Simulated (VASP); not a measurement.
# PtSe2 (Fm-3m) in VASP: a series of runs, part 2 of 3

VASP 6.6.1.

**3. Single point, r2SCAN (19.23 Å³/atom)**

This run uses another cell than the first one, of 19.23 Å³/atom.

The input, POSCAR:

```
PtSe2
1.0
    0.0000000000      3.0669820149      3.0669820149
    3.0669820149      0.0000000000      3.0669820149
    3.0669820149      3.0669820149      0.0000000000
Pt Se
1 2
Direct
    0.0000000000      0.0000000000      0.0000000000
    0.2500000000      0.2500000000      0.2500000000
    0.7500000000      0.7500000000      0.7500000000
```

The input, INCAR.step1:

```
PREC     = Accurate       # precision mode
ENCUT    = 520            # plane-wave cutoff, eV
ISMEAR   = -1             # smearing method
SIGMA    = 0.02           # smearing width, eV
LREAL    = F              # projectors in reciprocal space
LASPH    = T              # aspherical terms in the spheres
NELM     = 100            # most SCF steps
NBANDS   = 18             # bands
GGA      = PE             # functional
ALGO     = Normal         # electronic algorithm
EDIFF    = 1E-4           # SCF threshold, eV
LWAVE    = T              # write WAVECAR
LCHARG   = F              # write CHGCAR
```

The input, INCAR.step2:

```
PREC     = Accurate       # precision mode
ENCUT    = 520            # plane-wave cutoff, eV
EDIFF    = 1E-6           # SCF threshold, eV
ISMEAR   = -1             # smearing method
SIGMA    = 0.02           # smearing width, eV
LREAL    = F              # projectors in reciprocal space
LASPH    = T              # aspherical terms in the spheres
NELM     = 100            # most SCF steps
ALGO     = Normal         # electronic algorithm
ISIF     = 2              # what is computed and relaxed
LWAVE    = F              # write WAVECAR
LCHARG   = F              # write CHGCAR
METAGGA  = R2SCAN         # meta-GGA
LMIXTAU  = T            
NBANDS   = 18             # bands
ISTART   = 1
```

The input, KPOINTS:

```
regular mesh
0
Gamma
  6 6 6
```

Potentials or basis: VASP PAW PBE potentials, release 64 (Pt, Se).

On the command line:

```bash
$ cat potpaw_PBE.64/Pt/POTCAR potpaw_PBE.64/Se/POTCAR > POTCAR
$ cp INCAR.step1 INCAR
$ mpirun -np 1 vasp_std > vasp.out
$ cp INCAR.step2 INCAR
$ mpirun -np 1 vasp_std > vasp.out
```

OUTCAR:

```text
PREC = Accurate
   ENCUT = 520
   EDIFF = 1E-6
   ISMEAR = -1
   LREAL = F
   LASPH = T
   NELM = 100
   ISIF = 2
   METAGGA = R2SCAN
   ISTART = 1

 ion  position               nearest neighbor table
   1  0.000  0.000  0.000-   3 2.66   3 2.66   3 2.66   2 2.66   3 2.66   2 2.66   2 2.66   2 2.66

   2  0.250  0.250  0.250-   1 2.66   1 2.66   1 2.66   1 2.66
   3  0.750  0.750  0.750-   1 2.66   1 2.66   1 2.66   1 2.66

  LATTYP: Found a face centered cubic cell.
 ALAT       =     6.1339640298

  Lattice vectors:

 A1 = (   0.0000000000,   3.0669820149,   3.0669820149)
 A2 = (   3.0669820149,   0.0000000000,   3.0669820149)
 A3 = (   3.0669820149,   3.0669820149,   0.0000000000)

Analysis of symmetry for initial positions (statically):
=====================================================================
 Subroutine PRICEL returns:
 Original cell was already a primitive cell.

 Routine SETGRP: Setting up the symmetry group for a
 face centered cubic supercell.

 Subroutine GETGRP returns: Found 48 space group operations
 (whereof 48 operations were pure point group operations)
 out of a pool of 48 trial point group operations.

The static configuration has the point symmetry O_h .

Analysis of symmetry for dynamics (positions and initial velocities):
=====================================================================
 Subroutine PRICEL returns:
 Original cell was already a primitive cell.

 Routine SETGRP: Setting up the symmetry group for a
 face centered cubic supercell.

 Subroutine GETGRP returns: Found 48 space group operations
 (whereof 48 operations were pure point group operations)
 out of a pool of 48 trial point group operations.

The dynamic configuration has the point symmetry O_h .

 Subroutine INISYM returns: Found 48 space group operations
 (whereof 48 operations are pure point group operations),
 and found     1 'primitive' translations

----------------------------------------------------------------------------------------

                                     Primitive cell

  volume of cell :      57.6984

  direct lattice vectors                    reciprocal lattice vectors
     0.000000000  3.066982015  3.066982015    -0.163026714  0.163026714  0.163026714
     3.066982015  0.000000000  3.066982015     0.163026714 -0.163026714  0.163026714
     3.066982015  3.066982015  0.000000000     0.163026714  0.163026714 -0.163026714

  length of vectors
     4.337367561  4.337367561  4.337367561     0.282370552  0.282370552  0.282370552

  position of ions in fractional coordinates (direct lattice)
     0.000000000  0.000000000  0.000000000
     0.250000000  0.250000000  0.250000000
     0.750000000  0.750000000  0.750000000

  ion indices of the primitive-cell ions
   primitive index   ion index
                 1           1
                 2           2
                 3           3

----------------------------------------------------------------------------------------

 KPOINTS: regular mesh

Automatic generation of k-mesh.
 Grid dimensions read from file:
 generate k-points for:    6    6    6

 Generating k-lattice:

  Cartesian coordinates                     Fractional coordinates (reciprocal lattice)
    -0.027171119  0.027171119  0.027171119     0.166666667  0.000000000  0.000000000
     0.027171119 -0.027171119  0.027171119     0.000000000  0.166666667  0.000000000
     0.027171119  0.027171119 -0.027171119     0.000000000  0.000000000  0.166666667

  Length of vectors
     0.047061759  0.047061759  0.047061759

  Shift w.r.t. Gamma in fractional coordinates (k-lattice)
     0.000000000  0.000000000  0.000000000

 Subroutine IBZKPT returns following result:
 ===========================================

 Found     16 irreducible k-points:

 Following reciprocal coordinates:
            Coordinates               Weight
  0.000000  0.000000  0.000000      1.000000
  0.166667  0.000000  0.000000      8.000000
  0.333333  0.000000  0.000000      8.000000
  0.500000  0.000000  0.000000      4.000000
  0.166667  0.166667  0.000000      6.000000
  0.333333  0.166667  0.000000     24.000000
[... 8 lines left out ...]
 -0.333333  0.333333  0.166667     24.000000
 -0.333333  0.500000  0.166667     12.000000
   k-points           NKPTS =     16   k-points in BZ     NKDIM =     16   number of bands    NBANDS=     18
   number of dos      NEDOS =    301   number of ions     NIONS =      3
   total plane-waves  NPLWV =  32768
   dimension x,y,z NGX =    32 NGY =   32 NGZ =   32
   dimension x,y,z NGXF=    64 NGYF=   64 NGZF=   64
   ions per type =               1   2
   NGX,Y,Z   is equivalent  to a cutoff of  12.27, 12.27, 12.27 a.u.
   NGXF,Y,Z  is equivalent  to a cutoff of  24.53, 24.53, 24.53 a.u.
 SYSTEM =  unknown system
   PREC   = accura    normal or accurate (medium, high low for compatibility)
   ISTART =      1    job   : 0-new  1-cont  2-samecut
   ICHARG =      0    charge: 1-file 2-atom 10-const
   ISPIN  =      1    spin polarized calculation?
   LNONCOLLINEAR =      F non collinear calculations
   LSORBIT =      F    spin-orbit coupling
   LASPH  =      T    aspherical Exc in radial PAW
   ENCUT  =  520.0 eV  38.22 Ry    6.18 a.u.   8.06  8.06  8.06*2*pi/ulx,y,z
   NELM   =    100;   NELMIN=  2; NELMDL=  0     # of ELM steps
   EDIFF  = 0.1E-05   stopping-criterion for ELM
   LREAL  =      F    real-space projection
   EDIFFG = 0.1E-04   stopping-criterion for IOM
   NSW    =      0    number of steps for IOM
   IBRION =     -1    ionic relax: 0-MD 1-quasi-New 2-CG
   NFREE  =      0    steps in history (QN), initial steepest desc. (CG)
   ISIF   =      2    stress and relaxation
   ISYM   =      2    0-nonsym 1-usesym 2-fastsym
   POTIM  = 0.5000    time-step for ionic-motion
   TEBEG  =    0.0;   TEEND  =   0.0 temperature during run
   PSTRESS=    0.0 pullay stress
   NELECT =      22.0000    total number of electrons
   NUPDOWN=      -1.0000    fix difference up-down
   EMIN   =  10.00;   EMAX   =-10.00  energy-range for DOS
   EFERMI =   0.00;   METHOD = LEGACY
   ISMEAR =    -1;   SIGMA  =   0.02  broadening in eV -4-tet -1-fermi 0-gaus
   EFERMI_NEDOS =   21; number of points for ismear=-14 and -15
   IALGO  =     38    algorithm
   IMIX   =      4    mixing-type and parameters
     AMIX     =   0.40;   BMIX     =  1.00
     AMIX_MAG =   1.60;   BMIX_MAG =  1.00
  volume/ion in A,a.u.               =      19.23       129.79
  Fermi-wavevector in a.u.,A,eV,Ry     =   1.187120  2.243331 19.174052  1.409253
  Thomas-Fermi vector in A             =   2.323278
   LORBIT       =      0    0 simple, 1 ext, 2 COOP (PROOUT), +10 PAW based schemes
   METAGGA = R2SCAN    functional components
   LHFCALC =     F    Hartree Fock is set to
   AEXX    =    0.0000 exact exchange contribution
   IVDW    =     0    specifies the selected vdW correction
   LEPSILON=     F    determine dielectric tensor
   LRPA    =     F    only Hartree local field effects (RPA)
 non-spin polarized calculation
  energy-cutoff  :      520.00
  volume of cell :       57.70
 maximum number of plane-waves:      1588
   NGX = 17   NGY = 17   NGZ = 17

 number of electron      22.0000000 magnetization

 Free energy of the ion-electron system (eV)
  ---------------------------------------------------
  ext. energy  EPLUGINS =         0.00000000
  ---------------------------------------------------
  free energy    TOTEN  =       -79.53817107 eV

  energy without entropy =      -79.53327424  energy(sigma->0) =      -79.53572265

 E-fermi :   7.7048     XC(G=0): -11.6730

 val. band max:        7.6931769020   @ k =   0.1667   0.0000   0.0000
 cond. band min:       7.7131724679   @ k =   0.1667   0.1667   0.0000
 fundamental gap:      0.0199955659
 Fermi energy:         7.7048202770

 k-point     1 :       0.0000    0.0000    0.0000
  band No.  band energies     occupation
      1      -9.7968      2.00000
      2      -5.1000      2.00000
      3      -0.0672      2.00000
      4      -0.0672      2.00000
      5      -0.0672      2.00000
      6       3.1226      2.00000
[... 10 lines left out ...]
     17      10.9372      0.00000
     18      15.2106      0.00000
[... 295 lines left out ...]
 k-point    16 :      -0.3333    0.5000    0.1667
  band No.  band energies     occupation
      1      -7.7189      2.00000
      2      -7.2306      2.00000
      3      -1.2516      2.00000
      4       0.1889      2.00000
      5       1.6135      2.00000
      6       2.1924      2.00000
[... 10 lines left out ...]
     17      16.7804      0.00000
     18      17.8749      0.00000

------------------------ aborting loop because EDIFF is reached ----------------------------------------

  FORCE on cell =-STRESS in cart. coord.  units (eV):
  Direction    XX          YY          ZZ          XY          YZ          ZX
  --------------------------------------------------------------------------------------
  -------------------------------------------------------------------------------------
  Total        2.9926834      2.9926834      2.9926834      0.0000000      0.0000000     -0.0000000
  in kB       83.1012714     83.1012714     83.1012714      0.0000000      0.0000000     -0.0000000
  external PRESSURE =      83.1012714 kB  Pullay stress =       0.0000000 kB

 VOLUME and BASIS-vectors are now :
 -----------------------------------------------------------------------------
  energy-cutoff  :      520.00
  volume of cell :       57.70
      direct lattice vectors                 reciprocal lattice vectors
     0.000000000  3.066982015  3.066982015    -0.163026714  0.163026714  0.163026714
     3.066982015  0.000000000  3.066982015     0.163026714 -0.163026714  0.163026714
     3.066982015  3.066982015  0.000000000     0.163026714  0.163026714 -0.163026714

 POSITION                                       TOTAL-FORCE (eV/Angst)
 -----------------------------------------------------------------------------------
      0.00000      0.00000      0.00000         0.000000      0.000000      0.000000
      1.53349      1.53349      1.53349         0.000000      0.000000      0.000000
      4.60047      4.60047      4.60047        -0.000000     -0.000000     -0.000000
 -----------------------------------------------------------------------------------
    total drift:                                0.000000     -0.000000      0.000000

  FREE ENERGIE OF THE ION-ELECTRON SYSTEM (eV)
  ---------------------------------------------------
  free  energy   TOTEN  =       -79.5381710651 eV

  energy  without entropy=      -79.5332742377  energy(sigma->0) =      -79.53572265
```

Run time: 89 s. Hardware: 1 thread of Intel Xeon 8259CL, shared host; peak memory 0.19 GiB.

Results:

```
Free energy            : -79.5382 eV
Pressure               : 8.3 GPa
Band gap on the k mesh : zero (bands 11 and 12 overlap by 0.49 eV)
```

Levels at points of the mesh, in eV from the Fermi level:
```
           k point  band 7  band 8  band 9  band 10  band 11  band 12  band 13  band 14  band 15  band 16
(0.00, 0.00, 0.00)   -4.58   -1.57   -1.57    -1.57     0.07     0.07     0.07     2.37     3.23     3.23
(0.50, 0.00, 0.00)   -4.42   -4.32   -4.32    -4.15    -2.69     0.18     0.18     4.94     6.37     7.55
(0.50, 0.50, 0.00)   -5.37   -4.47   -4.20    -2.94     0.47     1.45     1.45     1.79     7.16     7.29
```

Caveat: the cell stands under pressure; the PAW data sets were made with another functional, which shifts forces and pressure a little; spin-orbit coupling is left out, which moves the levels of the heavy elements.

**4. Single point, r2SCAN (19.85 Å³/atom)**

This run uses another cell than the first one, of 19.85 Å³/atom.

The input, POSCAR:

```
PtSe2
1.0
    0.0000000000      3.0992684088      3.0992684088
    3.0992684088      0.0000000000      3.0992684088
    3.0992684088      3.0992684088      0.0000000000
Pt Se
1 2
Direct
    0.0000000000      0.0000000000      0.0000000000
    0.2500000000      0.2500000000      0.2500000000
    0.7500000000      0.7500000000      0.7500000000
```

The input, INCAR.step1:

```
PREC = Accurate
ENCUT = 520
ISMEAR = -1
SIGMA = 0.02
LREAL = False
LASPH = True
NELM = 60
NBANDS = 18
GGA = PE
ALGO = Normal
EDIFF = 1E-4
LWAVE = True
LCHARG = False
```

The input, INCAR.step2:

```
PREC = Accurate
ENCUT = 520
EDIFF = 1E-6
ISMEAR = -1
SIGMA = 0.02
LREAL = False
LASPH = True
NELM = 60
ALGO = Normal
ISIF = 2
LWAVE = False
LCHARG = False
METAGGA = R2SCAN
LMIXTAU = True
NBANDS = 18
ISTART = 1
```

KPOINTS is that of step 3.

On the command line:

```bash
$ cat potpaw_PBE.64/Pt/POTCAR potpaw_PBE.64/Se/POTCAR > POTCAR
$ cp INCAR.step1 INCAR
$ mpirun -np 1 vasp_std > vasp.out
$ cp INCAR.step2 INCAR
$ mpirun -np 1 vasp_std > vasp.out
```

It took 2.1 min on 1 thread of Intel Xeon 8259CL, shared host; peak memory 0.22 GiB.

Results (log left out):

- Free energy: -79.6072 eV
- Pressure: 3.8 GPa
- Band gap on the k mesh: zero (bands 11 and 12 overlap by 0.45 eV)

Levels at points of the mesh, in eV from the Fermi level:
| k point | band 8 | band 9 | band 10 | band 11 | band 12 | band 13 | band 14 | band 15 |
| --- | --- | --- | --- | --- | --- | --- | --- | --- |
| (0.00, 0.00, 0.00) | -1.52 | -1.52 | -1.52 | 0.05 | 0.05 | 0.05 | 2.15 | 3.37 |
| (0.50, 0.00, 0.00) | -4.15 | -4.15 | -4.02 | -2.65 | 0.17 | 0.17 | 4.78 | 6.42 |
| (0.50, 0.50, 0.00) | -4.26 | -4.01 | -2.87 | 0.43 | 1.37 | 1.37 | 1.83 | 7.02 |

Caveat: the cell stands under pressure; the PAW data sets were made with another functional, which shifts forces and pressure a little; spin-orbit coupling is left out, which moves the levels of the heavy elements.

**5. Single point, r2SCAN**

This run uses another cell than the first one, of 20.46 Å³/atom.

The input, POSCAR:

```
PtSe2
1.0
    0.0000000000      3.1308957810      3.1308957810
    3.1308957810      0.0000000000      3.1308957810
    3.1308957810      3.1308957810      0.0000000000
Pt Se
1 2
Direct
    0.0000000000      0.0000000000      0.0000000000
    0.2500000000      0.2500000000      0.2500000000
    0.7500000000      0.7500000000      0.7500000000
```

The input, INCAR.step1:

```
SYSTEM = PtSe2
  PREC = Accurate
  ENCUT = 520
  ISMEAR = -1
  SIGMA = 0.02
  LREAL = .FALSE.
  LASPH = .TRUE.
  NELM = 60
  NBANDS = 18
  GGA = PE
  ALGO = Normal
  EDIFF = 1E-4
  LWAVE = .TRUE.
  LCHARG = .FALSE.
```

The input, INCAR.step2:

```
SYSTEM = PtSe2
  PREC = Accurate
  ENCUT = 520
  EDIFF = 1E-6
  ISMEAR = -1
  SIGMA = 0.02
  LREAL = .FALSE.
  LASPH = .TRUE.
  NELM = 60
  ALGO = Normal
  ISIF = 2
  LWAVE = .FALSE.
  LCHARG = .TRUE.
  METAGGA = R2SCAN
  LMIXTAU = .TRUE.
  LELF = .TRUE.
  LVHAR = .TRUE.
  NBANDS = 18
  ISTART = 1
```

The input, KPOINTS:

```
Automatic mesh
0
G
  6 6 6
  0 0 0
```

On the command line:

```bash
$ cat potpaw_PBE.64/Pt/POTCAR potpaw_PBE.64/Se/POTCAR > POTCAR
$ cp INCAR.step1 INCAR
$ mpirun -np 1 vasp_std > vasp.out
$ cp INCAR.step2 INCAR
$ mpirun -np 1 vasp_std > vasp.out
```

Wall time 2.1 min (1 thread of Intel Xeon 8259CL, shared host); peak memory 0.21 GiB.

Results (log left out):

- Free energy: -79.6284 eV
- Pressure: 0.0 GPa
- Band gap on the k mesh: zero (bands 11 and 12 overlap by 0.41 eV)

Levels at points of the mesh, in eV from the Fermi level:
| k point | band 8 | band 9 | band 10 | band 11 | band 12 | band 13 | band 14 | band 15 |
| --- | --- | --- | --- | --- | --- | --- | --- | --- |
| (0.00, 0.00, 0.00) | -1.46 | -1.46 | -1.46 | 0.04 | 0.04 | 0.04 | 1.96 | 3.50 |
| (0.50, 0.00, 0.00) | -3.98 | -3.98 | -3.89 | -2.61 | 0.16 | 0.16 | 4.63 | 6.47 |
| (0.50, 0.50, 0.00) | -4.07 | -3.83 | -2.81 | 0.40 | 1.30 | 1.30 | 1.86 | 6.90 |

Caveat: the PAW data sets were made with another functional, which shifts forces and pressure a little; spin-orbit coupling is left out, which moves the levels of the heavy elements.

(Part 2 of 3 ends here.)
